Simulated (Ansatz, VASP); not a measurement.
**CoO in VASP and in Ansatz**

Contents of INCAR:

```
SYSTEM = CoO
AGGAC = 1.0
AGGAX = 1.0
ALDAC = 0.0
ALDAX = 1.0
ALGO = Normal
EDIFF = 1E-6
ENCUT = 700
GGA = B5
GGA_COMPAT = .FALSE.
ISIF = 2
ISMEAR = 0
ISPIN = 2
LASPH = .TRUE.
LCHARG = .FALSE.
LDAU = .TRUE.
LDAUJ = 0 0
LDAUL = 2 -1
LDAUPRINT = 1
LDAUTYPE = 2
LDAUU = 3.3 0
LMAXMIX = 4
LORBIT = 11
LREAL = .FALSE.
LWAVE = .FALSE.
MAGMOM = 2.89 0.25
NBANDS = 22
NELM = 200
PREC = Accurate
SIGMA = 0.05
```

The input KPOINTS:

```
k-points
0
G
  10 10 10
  0 0 0
```

POSCAR

```
CoO
1.0
    0.0000000000      2.2201884149      2.2201884149
    2.2201884149      0.0000000000      2.2201884149
    2.2201884149      2.2201884149      0.0000000000
Co O
1 1
Direct
    0.0000000000      0.0000000000      0.0000000000
    0.5000000000      0.5000000000      0.5000000000
```

Input for Ansatz:

```yaml
crystal:
  lattice:
    - [0.0, 2.2201884149, 2.2201884149]
    - [2.2201884149, 0.0, 2.2201884149]
    - [2.2201884149, 2.2201884149, 0.0]
  atoms:
    - { symbol: Co, position: [0.0, 0.0, 0.0], spin: 2.89 }
    - { symbol: O, position: [0.5, 0.5, 0.5] }
basis:
  ecutwfc: 420
  ecutrho_ratio: 4
kpoints:
  mp_grid: { grid: [10, 10, 10] }
hamiltonian:
  xc: blyp
  hubbard:
    sites:
      - { species: Co, l: d, u_eff: 3.3, starting_ns: start.occupation_matrices }
    ns_hold: { iters: 6 }
scf:
  occupations: { method: gaussian, width: 0.05 }
  lower_state_search: "off"
output:
  forces: true
  stress: true
  eigenvalues: true
  populations: true
  hubbard: { sites: [{ species: Co, l: d }] }
magnetization:
  spin_polarized: true
```

Alike in both runs: task single point; functional BLYP; k mesh 10 × 10 × 10; occupations gaussian, width 0.05 eV; collinear spin; Hubbard terms Co d U = 3.3 eV.

|  | VASP | Ansatz |
| --- | --- | --- |
| version | VASP 6.6.1 | Ansatz 0.2.0 |
| potentials or method | VASP PAW PBE potentials, release 64 (Co_sv, O), cutoff 700 eV | scalar-relativistic, plane waves, PAW |
| valence electrons in the cell | 23 | 23 |

|  | VASP | Ansatz | Ansatz less VASP |
| --- | --- | --- | --- |
| pressure (GPa) | -12.3 | -5.6 | +6.72 |
| net moment per atom (μB) | 1.50 | 1.50 | 0.000 |
| size of the moment on the site where the two differ most (μB) | 2.67 | 2.63 | -0.039 |

VASP's potentials were made for PBE, not for BLYP. Site moments also hang on the region over which each program counts them. The programs project onto different local orbitals, so the same U acts differently, and such runs can settle in different states. Ansatz's warnings: symmetry narrowed by occupation matrices.
